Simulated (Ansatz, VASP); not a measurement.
**BN: VASP beside Ansatz**

INCAR

```
SYSTEM = BN
PREC = Accurate
ENCUT = 600
EDIFF = 1E-6
ISMEAR = 0
SIGMA = 0.05
LREAL = .FALSE.
LASPH = .TRUE.
NELM = 120
ALGO = Normal
ISIF = 2
LWAVE = .FALSE.
LCHARG = .TRUE.
LELF = .TRUE.
LVHAR = .TRUE.
NBANDS = 11
GGA_COMPAT = .FALSE.
```

Contents of KPOINTS:

```
Automatic mesh
0
G
  12 12 12
  0 0 0
```

The input POSCAR:

```
BN
1.0
    0.0000000000      3.4953158300      2.1660912400
    1.2516321000      0.0000000000      2.1660912400
    1.2516321000      3.4953158300      0.0000000000
B N
1 1
Direct
   -0.0114928768     -0.0114928768      1.0114928768
    0.6666513400      0.6666513400      0.3333486600
```

Input for Ansatz:

```yaml
crystal:
  lattice:
    - [0.0, 3.49531583, 2.16609124]
    - [1.2516321, 0.0, 2.16609124]
    - [1.2516321, 3.49531583, 0.0]
  atoms:
    - { symbol: B, position: [-0.0114928768, -0.0114928768, 1.0114928768] }
    - { symbol: "N", position: [0.66665134, 0.66665134, 0.33334866] }
basis:
  ecutwfc: 420
kpoints:
  mp_grid: { grid: [12, 12, 12] }
hamiltonian:
  xc: lda
scf:
  occupations: { method: gaussian, width: 0.05 }
output:
  forces: true
  stress: true
  eigenvalues: true
```

Change from the starting cell: all B atoms moved -0.050 Å, as atom 1 along Cartesian [0 0 1].

Alike in both runs: task single point; functional LDA; k mesh 12 × 12 × 12; occupations gaussian, width 0.05 eV; no spin polarisation.

|  | VASP | Ansatz |
| --- | --- | --- |
| version | VASP 6.6.1 | Ansatz 0.2.0 |
| potentials or method | VASP PAW LDA potentials, release 64 (B, N), cutoff 600 eV | scalar-relativistic, plane waves, PAW |
| valence electrons in the cell | 8 | 8 |

```csv
,VASP,Ansatz,Ansatz less VASP
gap on the k mesh at the Fermi level (eV),3.33,3.35,+0.016
least direct gap on the mesh (eV),4.33,4.34,+0.011
pressure (GPa),-3.0,-3.2,-0.25
"traceless stress, the component that is largest in VASP (GPa)",-6.51,-6.74,-0.231
rms of the force components (eV/Å),1.289,1.292,+0.0031
```

LDA's correlation is that of Perdew and Zunger in VASP and of Perdew and Wang (1992) in Ansatz. Atom by atom the forces differ by 0.003 eV/Å (rms over components).
